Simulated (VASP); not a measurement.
Write the native input for VASP 6.6.1 that does the following.

* Task: single point
* Functional: LDA
* Potentials or basis: VASP PAW LDA potentials, release 64 (Sr_sv)
* Cutoff: 500 eV
* k mesh: 9 × 9 × 9
* Occupations: gaussian, width 0.1 eV
* Spin: no spin polarisation
* Dipole correction: no
* Further INCAR settings: ALGO = Normal; EDIFF = 1e-06; NBANDS = 11

The structure of Sr lies in POSCAR:

```
Sr
1.0
    0.0000000000      2.9028949114      2.9028949114
    2.9028949114      0.0000000000      2.9028949114
    2.9028949114      2.9028949114      0.0000000000
Sr
1
Direct
    0.0000000000      0.0000000000      0.0000000000
```

One way to write it, as run:

INCAR

```
PREC = Accurate ; ENCUT = 500
EDIFF = 1E-6 ; ISMEAR = 0
SIGMA = 0.1 ; LREAL = F
LASPH = T ; NELM = 120
ALGO = Normal ; ISIF = 2
LWAVE = F ; LCHARG = F
GGA = CA ; NBANDS = 11
GGA_COMPAT = F
```

KPOINTS

```
regular mesh
0
Gamma
  9 9 9
```

Potentials or basis: VASP PAW LDA potentials, release 64 (Sr_sv).

The run is started by

```bash
$ cat potpaw_LDA.64/Sr_sv/POTCAR > POTCAR
$ mpirun -np 1 vasp_std > vasp.out
```

Results of the run:

- Pressure: -0.1 GPa
- Band gap on the k mesh: 0.18 eV, indirect (least direct gap 0.19 eV)

Run time: 17 s on 1 thread of AMD EPYC 7R13 Processor (Zen 3), on a shared host, peak memory 0.12 GiB.
